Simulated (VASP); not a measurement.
# ZrC (P6_3/mmc) in VASP: further runs

ZrC is run at these levels: PBEsol; tasks: single point.

Everything below comes from runs of VASP 6.6.1. Logs are shortened: lines on timing, memory, paths and dates and some standing lists are left out, and cuts for length are marked.

## Step 1: The cell of the first run

Symmetry: P6_3/mmc, No. 194, hexagonal system. Conventional cell: a = 3.391 Å, b = 3.391 Å, c = 5.290 Å, α = 90.00°, β = 90.00°, γ = 120.00°. Zr (site symmetry -6m2) has 6 C at 2.36 Å within 3.1 Å. Within 3.1 Å of C (site symmetry -3m) lie 6 Zr at 2.36 Å and 2 C at 2.65 Å.

## Step 2: Single point, PBEsol

INCAR

```
SYSTEM = ZrC
PREC = Accurate
ENCUT = 520
EDIFF = 1E-6
ISMEAR = -1
SIGMA = 0.15
LREAL = .False.
LASPH = .True.
NELM = 80
ALGO = Normal
ISIF = 2
LWAVE = .False.
LCHARG = .True.
GGA = PS
LELF = .True.
LVHAR = .True.
NBANDS = 24
```

KPOINTS

```
regular mesh
0
Gamma
  8 8 5
  0 0 0
```

POSCAR

```
ZrC
1.0
    3.3914760000      0.0000000000      0.0000000000
   -1.6957380000      2.9371050000      0.0000000000
    0.0000000000      0.0000000000      5.2900530000
Zr C
2 2
Direct
    0.3333333333      0.6666666667      0.2500000000
    0.6666666667      0.3333333333      0.7500000000
    0.0000000000      0.0000000000      0.0000000000
    0.0000000000      0.0000000000      0.5000000000
```

Potentials or basis: VASP PAW PBE potentials, release 64 (Zr_sv, C).

On the command line:

```bash
$ cat potpaw_PBE.64/Zr_sv/POTCAR potpaw_PBE.64/C/POTCAR > POTCAR
$ mpirun -np 1 vasp_std > vasp.out
```

OUTCAR:

```text
SYSTEM = ZrC
   PREC = Accurate
   ENCUT = 520
   EDIFF = 1E-6
   ISMEAR = -1
   LREAL = .False.
   LASPH = .True.
   NELM = 80
   ISIF = 2
   GGA = PS

 ion  position               nearest neighbor table
   1  0.333  0.667  0.250-   3 2.36   4 2.36   3 2.36   4 2.36   3 2.36   4 2.36   2 3.29   2 3.29
                             2 3.29   2 3.29   2 3.29   2 3.29
   2  0.667  0.333  0.750-   3 2.36   4 2.36   3 2.36   4 2.36   3 2.36   4 2.36   1 3.29   1 3.29
                             1 3.29   1 3.29   1 3.29   1 3.29
   3  0.000  0.000  0.000-   1 2.36   2 2.36   2 2.36   1 2.36   2 2.36   1 2.36
   4  0.000  0.000  0.500-   1 2.36   2 2.36   2 2.36   1 2.36   2 2.36   1 2.36

  LATTYP: Found a hexagonal cell.
 ALAT       =     3.3914760000
 C/A-ratio  =     1.5598084728

  Lattice vectors:

 A1 = (   3.3914760000,   0.0000000000,   0.0000000000)
 A2 = (  -1.6957380000,   2.9371050000,   0.0000000000)
 A3 = (   0.0000000000,   0.0000000000,   5.2900530000)

Analysis of symmetry for initial positions (statically):
=====================================================================
 Subroutine PRICEL returns:
 Original cell was already a primitive cell.

 Routine SETGRP: Setting up the symmetry group for a
 hexagonal supercell.

 Subroutine GETGRP returns: Found 24 space group operations
 (whereof 12 operations were pure point group operations)
 out of a pool of 24 trial point group operations.

The static configuration has the point symmetry D_3d.
 The point group associated with its full space group is D_6h.

Analysis of symmetry for dynamics (positions and initial velocities):
=====================================================================
 Subroutine PRICEL returns:
 Original cell was already a primitive cell.

 Routine SETGRP: Setting up the symmetry group for a
 hexagonal supercell.

 Subroutine GETGRP returns: Found 24 space group operations
 (whereof 12 operations were pure point group operations)
 out of a pool of 24 trial point group operations.

The dynamic configuration has the point symmetry D_3d.
 The point group associated with its full space group is D_6h.

 Subroutine INISYM returns: Found 24 space group operations
 (whereof 12 operations are pure point group operations),
 and found     1 'primitive' translations

----------------------------------------------------------------------------------------

                                     Primitive cell

  volume of cell :      52.6949

  direct lattice vectors                    reciprocal lattice vectors
     3.391476000  0.000000000  0.000000000     0.294856871  0.170235657  0.000000000
    -1.695738000  2.937105000  0.000000000     0.000000000  0.340471314  0.000000000
     0.000000000  0.000000000  5.290053000     0.000000000  0.000000000  0.189034023

  length of vectors
     3.391476000  3.391476544  5.290053000     0.340471369  0.340471314  0.189034023

  position of ions in fractional coordinates (direct lattice)
     0.333333333  0.666666667  0.250000000
     0.666666667  0.333333333  0.750000000
     0.000000000  0.000000000  0.000000000
     0.000000000  0.000000000  0.500000000

  ion indices of the primitive-cell ions
   primitive index   ion index
                 1           1
                 2           2
                 3           3
                 4           4

----------------------------------------------------------------------------------------

 KPOINTS: regular mesh

Automatic generation of k-mesh.
 Grid dimensions read from file:
 generate k-points for:    8    8    5

 Generating k-lattice:

  Cartesian coordinates                     Fractional coordinates (reciprocal lattice)
     0.036857109  0.021279457  0.000000000     0.125000000  0.000000000  0.000000000
     0.000000000  0.042558914  0.000000000     0.000000000  0.125000000  0.000000000
     0.000000000  0.000000000  0.037806805     0.000000000  0.000000000  0.200000000

  Length of vectors
     0.042558921  0.042558914  0.037806805

  Shift w.r.t. Gamma in fractional coordinates (k-lattice)
     0.000000000  0.000000000  0.000000000

 Subroutine IBZKPT returns following result:
 ===========================================

 Found     30 irreducible k-points:

 Following reciprocal coordinates:
            Coordinates               Weight
  0.000000  0.000000  0.000000      1.000000
  0.125000  0.000000  0.000000      6.000000
  0.250000  0.000000  0.000000      6.000000
  0.375000 -0.000000  0.000000      6.000000
  0.500000  0.000000  0.000000      3.000000
  0.125000  0.125000  0.000000      6.000000
[... 16 lines left out ...]
  0.250000  0.000000  0.400000     12.000000
  0.375000 -0.000000  0.400000     12.000000
 [... further k-points ...]
   k-points           NKPTS =     30   k-points in BZ     NKDIM =     30   number of bands    NBANDS=     24
   number of dos      NEDOS =    301   number of ions     NIONS =      4
   total plane-waves  NPLWV =  31360
   dimension x,y,z NGX =    28 NGY =   28 NGZ =   40
   dimension x,y,z NGXF=    56 NGYF=   56 NGZF=   80
   ions per type =               2   2
   NGX,Y,Z   is equivalent  to a cutoff of  13.73, 13.73, 12.57 a.u.
   NGXF,Y,Z  is equivalent  to a cutoff of  27.45, 27.45, 25.14 a.u.
 SYSTEM =  ZrC
   PREC   = accura    normal or accurate (medium, high low for compatibility)
   ISTART =      0    job   : 0-new  1-cont  2-samecut
   ICHARG =      2    charge: 1-file 2-atom 10-const
   ISPIN  =      1    spin polarized calculation?
   LNONCOLLINEAR =      F non collinear calculations
   LSORBIT =      F    spin-orbit coupling
   LASPH  =      T    aspherical Exc in radial PAW
   ENCUT  =  520.0 eV  38.22 Ry    6.18 a.u.   6.31  6.31  9.84*2*pi/ulx,y,z
   NELM   =     80;   NELMIN=  2; NELMDL= -5     # of ELM steps
   EDIFF  = 0.1E-05   stopping-criterion for ELM
   LREAL  =      F    real-space projection
   EDIFFG = 0.1E-04   stopping-criterion for IOM
   NSW    =      0    number of steps for IOM
   IBRION =     -1    ionic relax: 0-MD 1-quasi-New 2-CG
   NFREE  =      0    steps in history (QN), initial steepest desc. (CG)
   ISIF   =      2    stress and relaxation
   ISYM   =      2    0-nonsym 1-usesym 2-fastsym
   POTIM  = 0.5000    time-step for ionic-motion
   TEBEG  =    0.0;   TEEND  =   0.0 temperature during run
   PSTRESS=    0.0 pullay stress
   NELECT =      32.0000    total number of electrons
   NUPDOWN=      -1.0000    fix difference up-down
   EMIN   =  10.00;   EMAX   =-10.00  energy-range for DOS
   EFERMI =   0.00;   METHOD = LEGACY
   ISMEAR =    -1;   SIGMA  =   0.15  broadening in eV -4-tet -1-fermi 0-gaus
   EFERMI_NEDOS =   21; number of points for ismear=-14 and -15
   IALGO  =     38    algorithm
   IMIX   =      4    mixing-type and parameters
     AMIX     =   0.40;   BMIX     =  1.00
     AMIX_MAG =   1.60;   BMIX_MAG =  1.00
  volume/ion in A,a.u.               =      13.17        88.90
  Fermi-wavevector in a.u.,A,eV,Ry     =   1.386337  2.619797 26.149440  1.921930
  Thomas-Fermi vector in A             =   2.510662
   LORBIT       =      0    0 simple, 1 ext, 2 COOP (PROOUT), +10 PAW based schemes
   GGA     = PS    functional components
   LHFCALC =     F    Hartree Fock is set to
   AEXX    =    0.0000 exact exchange contribution
   IVDW    =     0    specifies the selected vdW correction
   LEPSILON=     F    determine dielectric tensor
   LRPA    =     F    only Hartree local field effects (RPA)
 non-spin polarized calculation
  energy-cutoff  :      520.00
  volume of cell :       52.69
 maximum number of plane-waves:      1431
 NGX is ok and might be reduce to    28
   NGX = 13   NGY = 13   NGZ = 19

 number of electron      32.0000001 magnetization

 Free energy of the ion-electron system (eV)
  ---------------------------------------------------
  ext. energy  EPLUGINS =         0.00000000
  ---------------------------------------------------
  free energy    TOTEN  =       -40.47846575 eV

  energy without entropy =      -40.41556971  energy(sigma->0) =      -40.44701773

 E-fermi :   9.6540     XC(G=0): -12.2055

 val. band max:        9.5473219666   @ k =   0.0000   0.0000   0.2000
 cond. band min:       9.8507402723   @ k =   0.1250   0.0000   0.0000
 fundamental gap:      0.3034183057
 Fermi energy:         9.6540432686

 k-point     1 :       0.0000    0.0000    0.0000
  band No.  band energies     occupation
      1     -38.6096      2.00000
      2     -38.4949      2.00000
      3     -17.1978      2.00000
      4     -16.4936      2.00000
      5     -16.4936      2.00000
      6     -16.3945      2.00000
[... 16 lines left out ...]
     23      13.9747      0.00000
     24      17.0298      0.00000

 k-point     2 :       0.1250    0.0000    0.0000
  band No.  band energies     occupation
      1     -38.5978      2.00000
      2     -38.4909      2.00000
      3     -17.1534      2.00000
      4     -16.5834      2.00000
      5     -16.5271      2.00000
      6     -16.4761      2.00000
[... 16 lines left out ...]
     23      14.7064      0.00000
     24      16.3564      0.00000

 k-point     3 :       0.2500    0.0000    0.0000
  band No.  band energies     occupation
      1     -38.5679      2.00000
      2     -38.4824      2.00000
      3     -17.0341      2.00000
      4     -16.8030      2.00000
      5     -16.6584      2.00000
      6     -16.5975      2.00000
[... 16 lines left out ...]
     23      15.3445      0.00000
     24      15.5570      0.00000
[... 514 lines left out ...]
 k-point    23 :       0.2500    0.0000    0.4000
  band No.  band energies     occupation
      1     -38.5386      2.00000
      2     -38.5121      2.00000
      3     -16.9566      2.00000
      4     -16.8491      2.00000
      5     -16.5961      2.00000
      6     -16.5350      2.00000
[... 16 lines left out ...]
     23      15.7884      0.00000
     24      15.9043      0.00000

 k-point    24 :       0.3750   -0.0000    0.4000
  band No.  band energies     occupation
      1     -38.5146      2.00000
      2     -38.4973      2.00000
      3     -17.0853      2.00000
      4     -17.0180      2.00000
      5     -16.5917      2.00000
      6     -16.5848      2.00000
[... 16 lines left out ...]
     23      15.9659      0.00000
     24      16.2965      0.00000

 [... further k-points ...]
[... 5 lines left out ...]
  --------------------------------------------------------------------------------------
  -------------------------------------------------------------------------------------
  Total       -2.6126268     -2.6126280     -2.0768054      0.0000000     -0.0000000     -0.0000000
  in kB      -79.4364310    -79.4364650    -63.1448789      0.0000000     -0.0000000     -0.0000000
  external PRESSURE =     -74.0059250 kB  Pullay stress =       0.0000000 kB

 VOLUME and BASIS-vectors are now :
 -----------------------------------------------------------------------------
  energy-cutoff  :      520.00
  volume of cell :       52.69
      direct lattice vectors                 reciprocal lattice vectors
     3.391476000  0.000000000  0.000000000     0.294856871  0.170235657  0.000000000
    -1.695738000  2.937105000  0.000000000     0.000000000  0.340471314  0.000000000
     0.000000000  0.000000000  5.290053000     0.000000000  0.000000000  0.189034023

 POSITION                                       TOTAL-FORCE (eV/Angst)
 -----------------------------------------------------------------------------------
     -0.00000      1.95807      1.32251        -0.000000     -0.000000      0.000000
      1.69574      0.97903      3.96754         0.000000      0.000000      0.000000
      0.00000      0.00000      0.00000        -0.000000      0.000000      0.000000
      0.00000      0.00000      2.64503        -0.000000      0.000000      0.000000
 -----------------------------------------------------------------------------------
    total drift:                               -0.000000      0.000000     -0.000000

  FREE ENERGIE OF THE ION-ELECTRON SYSTEM (eV)
  ---------------------------------------------------
  free  energy   TOTEN  =       -40.4784657543 eV

  energy  without entropy=      -40.4155697143  energy(sigma->0) =      -40.44701773
```

Wall time 29 s (1 thread of AMD EPYC 9R45 (Zen 5), shared host); peak memory 0.16 GiB.

Results:

```
Free energy            : -40.4785 eV
Pressure               : -7.4 GPa
Band gap on the k mesh : zero (band 16 reaches 10.55 eV, above the bottom of band 17 at 9.49 eV)
```

Caveat: the PAW data sets were made with another functional, which shifts forces and pressure a little.

## Step 3: Single point, PBEsol

This run uses another cell than the first one, of 13.44 Å³/atom, 1.020 times its volume.

INCAR

```
SYSTEM = ZrC
  PREC = Accurate
  ENCUT = 520
  EDIFF = 1E-6
  ISMEAR = -1
  SIGMA = 0.15
  LREAL = .False.
  LASPH = .True.
  NELM = 60
  ALGO = Normal
  ISIF = 2
  LWAVE = .False.
  LCHARG = .False.
  GGA = PS
  NBANDS = 24
```

KPOINTS

```
Automatic mesh
0
Gamma
  8 8 5
  0 0 0
```

POSCAR

```
ZrC
1.0
    3.4139367605      0.0000000000      0.0000000000
   -1.7069683803      2.9565565934      0.0000000000
    0.0000000000      0.0000000000      5.3250874846
Zr C
2 2
Direct
    0.3333333333      0.6666666667      0.2500000000
    0.6666666667      0.3333333333      0.7500000000
    0.0000000000      0.0000000000      0.0000000000
    0.0000000000      0.0000000000      0.5000000000
```

Potentials or basis: VASP PAW PBE potentials, release 64 (Zr_sv, C).

On the command line:

```bash
$ cat potpaw_PBE.64/Zr_sv/POTCAR potpaw_PBE.64/C/POTCAR > POTCAR
$ mpirun -np 1 vasp_std > vasp.out
```

Run time: 24 s. Hardware: 1 thread of AMD EPYC 9R45 (Zen 5), shared host; peak memory 0.16 GiB.

The run converged. Its results:

```yaml
Free_energy: -40.4176 eV
Pressure: -11.2 GPa
Band_gap_on_the_k_mesh: zero (band 16 reaches 10.32 eV, above the bottom of band 17 at 9.28 eV)
```

Stress tensor (GPa, compression positive):
```
-11.80   0.00   0.00
  0.00 -11.80   0.00
  0.00   0.00 -10.06
```

Levels at points of the mesh, in eV from the Fermi level:
```
           k point  band 13  band 14  band 15  band 16  band 17  band 18  band 19  band 20
(0.00, 0.00, 0.00)    -2.79    -1.09    -1.09     0.88     1.18     1.18     1.56     1.56
(0.50, 0.00, 0.00)    -3.17    -2.86    -1.52    -0.83     1.44     3.95     4.10     4.10
```

Caveat: the PAW data sets were made with another functional, which shifts forces and pressure a little.

## Step 4: Single point, PBEsol

This run uses another cell than the first one, of 13.70 Å³/atom, 1.040 times its volume.

INCAR

```
ALGO = Normal
EDIFF = 1E-7
ENCUT = 520
GGA = PS
ISIF = 2
ISMEAR = -1
LASPH = True
LCHARG = True
LELF = True
LREAL = False
LVHAR = True
LWAVE = False
NBANDS = 24
NELM = 60
PREC = Accurate
SIGMA = 0.15
```

KPOINTS

```
k-points
0
Gamma
  8 8 5
```

POSCAR

```
ZrC
1.0
    3.4361058022      0.0000000000      0.0000000000
   -1.7180529011      2.9757555508      0.0000000000
    0.0000000000      0.0000000000      5.3596669437
Zr C
2 2
Direct
    0.3333333333      0.6666666667      0.2500000000
    0.6666666667      0.3333333333      0.7500000000
    0.0000000000      0.0000000000      0.0000000000
    0.0000000000      0.0000000000      0.5000000000
```

On the command line:

```bash
$ cat potpaw_PBE.64/Zr_sv/POTCAR potpaw_PBE.64/C/POTCAR > POTCAR
$ mpirun -np 1 vasp_std > vasp.out
```

It took 28 s on 1 thread of AMD EPYC 9R45 (Zen 5), shared host; peak memory 0.16 GiB.

Results (log left out):

```
Free energy            : -40.3328 eV
Pressure               : -14.7 GPa
Band gap on the k mesh : zero (band 16 reaches 10.09 eV, above the bottom of band 17 at 9.07 eV)
```

Stress tensor (GPa, compression positive):
```
-15.29   0.00   0.00
  0.00 -15.29   0.00
  0.00   0.00 -13.45
```

Levels at points of the mesh, in eV from the Fermi level:
| k point | band 13 | band 14 | band 15 | band 16 | band 17 | band 18 | band 19 | band 20 |
| --- | --- | --- | --- | --- | --- | --- | --- | --- |
| (0.00, 0.00, 0.00) | -2.74 | -1.07 | -1.07 | 0.86 | 1.16 | 1.16 | 1.53 | 1.53 |
| (0.50, 0.00, 0.00) | -3.11 | -2.84 | -1.49 | -0.84 | 1.40 | 3.85 | 3.98 | 4.00 |

Caveat: the PAW data sets were made with another functional, which shifts forces and pressure a little.

(Part 1 of 2 ends here.)
